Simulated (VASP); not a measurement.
# NaH3 (R-3m) in VASP: further runs

Runs on NaH3. Level: PBE. Tasks: single point, relaxation of cell and atoms.

All numbers are computed with VASP 6.6.1; they aren't measurements. Logs are shortened: lines on timing, memory, paths and dates and some standing lists are left out, and cuts for length are marked.

## Step 1: The cell of the first run

It takes space group R-3m (No. 166, trigonal). The conventional cell has a = 5.206 Å, b = 5.206 Å, c = 11.333 Å, α = 90.00°, β = 90.00°, γ = 120.00°. Na (site symmetry 3m) has 6 H at 2.27 to 2.42 Å within 3.0 Å. Within 1.8 Å of H (site symmetry m) lie 4 H at 1.32 to 1.39 Å.

## Step 2: Single point, PBE

Contents of INCAR:

```
  ALGO = Normal
  EDIFF = 1E-6
  ENCUT = 520
  GGA = PE
  ISIF = 2
  ISMEAR = 0
  LASPH = True
  LCHARG = False
  LREAL = False
  LWAVE = False
  NBANDS = 20
  NELM = 80
  PREC = Accurate
  SIGMA = 0.1
```

Contents of KPOINTS:

```
k-points
0
Gamma
  6 6 6
```

Contents of POSCAR:

```
NaH3
1.0
    2.6030725105      1.5028846146      3.7775145636
   -2.6030725105      1.5028846146      3.7775145636
    0.0000000000     -3.0057692293      3.7775145636
Na H
2 6
Direct
    0.7539443638      0.7539443638      0.7539443638
    0.2460556362      0.2460556362      0.2460556362
    0.2796359687      0.5333393788      0.5333393788
    0.5333393788      0.2796359687      0.5333393788
    0.5333393788      0.5333393788      0.2796359687
    0.4666606212      0.4666606212      0.7203640313
    0.4666606212      0.7203640313      0.4666606212
    0.7203640313      0.4666606212      0.4666606212
```

Potentials or basis: VASP PAW PBE potentials, release 64 (Na_pv, H).

Launch:

```bash
$ cat potpaw_PBE.64/Na_pv/POTCAR potpaw_PBE.64/H/POTCAR > POTCAR
$ mpirun -np 1 vasp_std > vasp.out
```

OUTCAR:

```text
EDIFF = 1E-6
   ENCUT = 520
   GGA = PE
   ISIF = 2
   ISMEAR = 0
   LASPH = True
   LREAL = False
   NELM = 80
   PREC = Accurate

 ion  position               nearest neighbor table
   1  0.754  0.754  0.754-
   2  0.246  0.246  0.246-
   3  0.280  0.533  0.533-
   4  0.533  0.280  0.533-
   5  0.533  0.533  0.280-
   6  0.467  0.467  0.720-
   7  0.467  0.720  0.467-
   8  0.720  0.467  0.467-

  LATTYP: Found a trigonal (rhomboedric) cell.
 ALAT       =     4.8274491129
 COS(alpha) =     0.4184767026

  Lattice vectors:

 A1 = (   2.6030725105,   1.5028846146,   3.7775145636)
 A2 = (  -2.6030725105,   1.5028846146,   3.7775145636)
 A3 = (   0.0000000000,  -3.0057692293,   3.7775145636)

Analysis of symmetry for initial positions (statically):
=====================================================================
 Subroutine PRICEL returns:
 Original cell was already a primitive cell.

 Routine SETGRP: Setting up the symmetry group for a
 trigonal (rhombohedral) supercell.

 Subroutine GETGRP returns: Found 12 space group operations
 (whereof 12 operations were pure point group operations)
 out of a pool of 12 trial point group operations.

The static configuration has the point symmetry D_3d.

Analysis of symmetry for dynamics (positions and initial velocities):
=====================================================================
 Subroutine PRICEL returns:
 Original cell was already a primitive cell.

 Routine SETGRP: Setting up the symmetry group for a
 trigonal (rhombohedral) supercell.

 Subroutine GETGRP returns: Found 12 space group operations
 (whereof 12 operations were pure point group operations)
 out of a pool of 12 trial point group operations.

The dynamic configuration has the point symmetry D_3d.

 Subroutine INISYM returns: Found 12 space group operations
 (whereof 12 operations are pure point group operations),
 and found     1 'primitive' translations

----------------------------------------------------------------------------------------

                                     Primitive cell

[... 95 lines left out ...]
   ICHARG =      2    charge: 1-file 2-atom 10-const
   ISPIN  =      1    spin polarized calculation?
   LNONCOLLINEAR =      F non collinear calculations
   LSORBIT =      F    spin-orbit coupling
   LASPH  =      T    aspherical Exc in radial PAW
   ENCUT  =  520.0 eV  38.22 Ry    6.18 a.u.   8.98  8.98  8.98*2*pi/ulx,y,z
   NELM   =     80;   NELMIN=  2; NELMDL= -5     # of ELM steps
   EDIFF  = 0.1E-05   stopping-criterion for ELM
   LREAL  =      F    real-space projection
   EDIFFG = 0.1E-04   stopping-criterion for IOM
   NSW    =      0    number of steps for IOM
   IBRION =     -1    ionic relax: 0-MD 1-quasi-New 2-CG
   NFREE  =      0    steps in history (QN), initial steepest desc. (CG)
   ISIF   =      2    stress and relaxation
   ISYM   =      2    0-nonsym 1-usesym 2-fastsym
   POTIM  = 0.5000    time-step for ionic-motion
   TEBEG  =    0.0;   TEEND  =   0.0 temperature during run
   PSTRESS=    0.0 pullay stress
   NELECT =      20.0000    total number of electrons
   NUPDOWN=      -1.0000    fix difference up-down
   EMIN   =  10.00;   EMAX   =-10.00  energy-range for DOS
   EFERMI =   0.00;   METHOD = LEGACY
   ISMEAR =     0;   SIGMA  =   0.10  broadening in eV -4-tet -1-fermi 0-gaus
   EFERMI_NEDOS =   21; number of points for ismear=-14 and -15
   IALGO  =     38    algorithm
   IMIX   =      4    mixing-type and parameters
     AMIX     =   0.40;   BMIX     =  1.00
     AMIX_MAG =   1.60;   BMIX_MAG =  1.00
  volume/ion in A,a.u.               =      11.08        74.80
  Fermi-wavevector in a.u.,A,eV,Ry     =   0.996541  1.883189 13.511857  0.993093
  Thomas-Fermi vector in A             =   2.128636
   LORBIT       =      0    0 simple, 1 ext, 2 COOP (PROOUT), +10 PAW based schemes
   GGA     = PE    functional components
   LHFCALC =     F    Hartree Fock is set to
   AEXX    =    0.0000 exact exchange contribution
   IVDW    =     0    specifies the selected vdW correction
   LEPSILON=     F    determine dielectric tensor
   LRPA    =     F    only Hartree local field effects (RPA)
 non-spin polarized calculation
 Gauss-broadening in eV      SIGMA  =   0.10
  energy-cutoff  :      520.00
  volume of cell :       88.67
 maximum number of plane-waves:      2411
   NGX = 17   NGY = 17   NGZ = 17

 number of electron      20.0000007 magnetization

 Free energy of the ion-electron system (eV)
  ---------------------------------------------------
  ext. energy  EPLUGINS =         0.00000000
  ---------------------------------------------------
  free energy    TOTEN  =       -18.75303261 eV

  energy without entropy =      -18.75303261  energy(sigma->0) =      -18.75303261

 E-fermi :  -0.7767     XC(G=0):  -7.2148

 val. band max:       -1.2898637456   @ k =   0.0000   0.0000   0.0000
 cond. band min:       0.6940413303   @ k =   0.0000   0.0000   0.0000
 fundamental gap:      1.9839050760
 Fermi energy:        -0.7767013329

 k-point     1 :       0.0000    0.0000    0.0000
  band No.  band energies     occupation
      1     -24.1530      2.00000
      2     -24.1530      2.00000
      3     -24.1404      2.00000
      4     -24.1244      2.00000
      5     -24.1244      2.00000
      6     -24.1209      2.00000
[... 541 lines left out ...]
     19      10.7801      0.00000
     20      11.4344      0.00000

 [... further k-points ...]
[... 5 lines left out ...]
  --------------------------------------------------------------------------------------
  -------------------------------------------------------------------------------------
  Total       -0.0366690     -0.0366690      0.0179364     -0.0000000     -0.0000000      0.0000000
  in kB       -0.6625839     -0.6625839      0.3240982     -0.0000000     -0.0000000      0.0000000
  external PRESSURE =      -0.3336899 kB  Pullay stress =       0.0000000 kB

 VOLUME and BASIS-vectors are now :
 -----------------------------------------------------------------------------
  energy-cutoff  :      520.00
  volume of cell :       88.67
      direct lattice vectors                 reciprocal lattice vectors
     2.603072511  1.502884615  3.777514564     0.192080704  0.110897846  0.088241442
    -2.603072511  1.502884615  3.777514564    -0.192080704  0.110897846  0.088241442
     0.000000000 -3.005769229  3.777514564     0.000000000 -0.221795692  0.088241442

 POSITION                                       TOTAL-FORCE (eV/Angst)
 -----------------------------------------------------------------------------------
      0.00000     -0.00000      8.54411        -0.000000     -0.000000      0.005551
      0.00000     -0.00000      2.78844        -0.000000      0.000000     -0.005551
     -0.66041     -0.38129      5.08572        -0.011425     -0.006596     -0.007300
      0.66041     -0.38129      5.08572         0.011425     -0.006596     -0.007300
      0.00000      0.76257      5.08572        -0.000000      0.013192     -0.007300
      0.00000     -0.76257      6.24682        -0.000000     -0.013192      0.007300
     -0.66041      0.38129      6.24682        -0.011425      0.006596      0.007300
      0.66041      0.38129      6.24682         0.011425      0.006596      0.007300
 -----------------------------------------------------------------------------------
    total drift:                               -0.000000      0.000000      0.000000

  FREE ENERGIE OF THE ION-ELECTRON SYSTEM (eV)
  ---------------------------------------------------
  free  energy   TOTEN  =       -18.7530326114 eV

  energy  without entropy=      -18.7530326114  energy(sigma->0) =      -18.75303261
```

OSZICAR:

```text
N       E                     dE             d eps       ncg     rms          rms(c)
DAV:   1     0.140225177839E+03    0.14023E+03   -0.99424E+03  1280   0.980E+02
DAV:   2    -0.100870987244E+02   -0.15031E+03   -0.14508E+03  1304   0.281E+02
DAV:   3    -0.203670547657E+02   -0.10280E+02   -0.10232E+02  1520   0.785E+01
DAV:   4    -0.205392393941E+02   -0.17218E+00   -0.17209E+00  1484   0.111E+01
DAV:   5    -0.205417790958E+02   -0.25397E-02   -0.25397E-02  1392   0.137E+00    0.447E+00
DAV:   6    -0.190179392916E+02    0.15238E+01   -0.16730E+00  1464   0.494E+00    0.188E+00
DAV:   7    -0.187322289302E+02    0.28571E+00   -0.11264E+00  1480   0.347E+00    0.666E-01
DAV:   8    -0.187576984185E+02   -0.25469E-01   -0.97646E-02  1320   0.195E+00    0.267E-01
DAV:   9    -0.187526375547E+02    0.50609E-02   -0.26595E-02  1444   0.904E-01    0.971E-02
DAV:  10    -0.187526261609E+02    0.11394E-04   -0.22626E-03  1376   0.235E-01    0.398E-02
DAV:  11    -0.187530262525E+02   -0.40009E-03   -0.70453E-04  1352   0.951E-02    0.193E-02
DAV:  12    -0.187530274237E+02   -0.11713E-05   -0.18408E-05  1440   0.295E-02    0.936E-03
DAV:  13    -0.187530325564E+02   -0.51327E-05   -0.98551E-06  1348   0.131E-02    0.208E-03
DAV:  14    -0.187530326114E+02   -0.54954E-07   -0.35402E-07  1204   0.301E-03
   1 F= -.18753033E+02 E0= -.18753033E+02  d E =-.235795E-14
```

Run time: 34 s. Hardware: 1 thread of Intel Xeon Platinum 8488C (Sapphire Rapids), shared host; peak memory 0.21 GiB.

What came out:

* Free energy: -18.7530 eV
* Pressure: 0.0 GPa
* Largest force: 0.015 eV/Å
* Band gap on the k mesh: 1.98 eV, direct

Forces on the atoms (eV/Å):
```
Na   0.000  0.000  0.006
Na   0.000  0.000 -0.006
H   -0.011 -0.007 -0.007
H    0.011 -0.007 -0.007
H    0.000  0.013 -0.007
H    0.000 -0.013  0.007
H   -0.011  0.007  0.007
H    0.011  0.007  0.007
```

Levels at points of the mesh, in eV from the valence-band top:
| k point | band 6 | band 7 | band 8 | band 9 | band 10 | band 11 | band 12 | band 13 | band 14 | band 15 |
| --- | --- | --- | --- | --- | --- | --- | --- | --- | --- | --- |
| (0.00, 0.00, 0.00) | -22.83 | -9.13 | -0.60 | 0.00 | 0.00 | 1.98 | 3.93 | 3.93 | 7.63 | 8.45 |
| (0.50, 0.00, 0.00) | -22.84 | -8.90 | -1.92 | -0.61 | -0.09 | 3.09 | 3.97 | 5.74 | 6.76 | 8.35 |
| (0.50, 0.50, 0.00) | -22.83 | -8.79 | -2.03 | -0.82 | -0.60 | 3.12 | 3.75 | 6.73 | 7.48 | 8.48 |
| (0.50, 0.50, 0.50) | -22.84 | -8.78 | -2.34 | -0.52 | -0.52 | 3.72 | 5.54 | 5.54 | 6.00 | 7.00 |

(Part 1 of 2 ends here.)
